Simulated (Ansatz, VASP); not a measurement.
**SiO2 in VASP and in Ansatz**

The input INCAR:

```
SYSTEM = SiO2
PREC = Accurate
ENCUT = 520
EDIFF = 1E-6
ISMEAR = -1
SIGMA = 0.03
LREAL = .FALSE.
LASPH = .TRUE.
NELM = 80
ALGO = Normal
ISIF = 2
LWAVE = .FALSE.
LCHARG = .FALSE.
GGA = PE
NBANDS = 25
```

The input KPOINTS:

```
regular mesh
0
G
  6 6 9
  0 0 0
```

Contents of POSCAR:

```
SiO2
1.0
    4.0546970000      0.0000000000      0.0000000000
    0.0000000000      4.0546970000      0.0000000000
    0.0000000000      0.0000000000      2.6678000000
Si O
2 4
Direct
    0.0000000000      0.0000000000      0.0000000000
    0.5000000000      0.5000000000      0.5000000000
    0.3067000000      0.3067000000      0.0000000000
    0.1933000000      0.8067000000      0.5000000000
    0.6933000000      0.6933000000      0.0000000000
    0.8067000000      0.1933000000      0.5000000000
```

Input for Ansatz:

```yaml
crystal:
  lattice:
    - [4.054697, 0.0, 0.0]
    - [0.0, 4.054697, 0.0]
    - [0.0, 0.0, 2.6678]
  atoms:
    - { symbol: Si, position: [0.0, 0.0, 0.0] }
    - { symbol: Si, position: [0.5, 0.5, 0.5] }
    - { symbol: O, position: [0.3067, 0.3067, 0.0] }
    - { symbol: O, position: [0.1933, 0.8067, 0.5] }
    - { symbol: O, position: [0.6933, 0.6933, 0.0] }
    - { symbol: O, position: [0.8067, 0.1933, 0.5] }
kpoints:
  mp_grid: { grid: [6, 6, 9] }
  band_path:
    path:
      - [0.0, 0.0, 0.0]
      - [0.0, 0.5, 0.0]
      - [0.5, 0.5, 0.0]
      - [0.0, 0.0, 0.0]
      - [0.0, 0.0, 0.5]
      - [0.0, 0.5, 0.5]
      - [0.5, 0.5, 0.5]
      - [0.0, 0.0, 0.5]
      - [0.0, 0.5, 0.0]
    npoints: 5
scf:
  occupations: { method: fermi_dirac, width: 0.03 }
hamiltonian:
  xc: pbe
  pseudopotentials: { kind: all_electron, lapw: { basis_error: 0.001 } }
output:
  forces: true
  stress: true
  eigenvalues: true
```

Change from the starting cell: equal xx and yy strain of -3 %.

Alike in both runs: task single point; functional PBE; k mesh 6 × 6 × 9; occupations fermi-dirac, width 0.03 eV; no spin polarisation.

|  | VASP | Ansatz |
| --- | --- | --- |
| version | VASP 6.6.1 | Ansatz 0.2.0 |
| potentials or method | VASP PAW PBE potentials, release 64 (Si, O), cutoff 520 eV | all-electron LAPW, scalar-relativistic |

|  | VASP | Ansatz | Ansatz less VASP |
| --- | --- | --- | --- |
| gap on the k mesh at the Fermi level (eV) | 6.45 | 6.47 | +0.020 |
| pressure (GPa) | 33.3 | 32.9 | -0.36 |
| traceless stress, the component that is largest in VASP (GPa) | -6.49 | -6.92 | -0.432 |
| rms of the force components (eV/Å) | 0.377 | 0.369 | -0.0085 |

Atom by atom the forces differ by 0.008 eV/Å (rms over components). Both programs put the cell under a high pressure, so it lies far from rest at this level. Ansatz ran all-electron here, and VASP with PAW potentials.
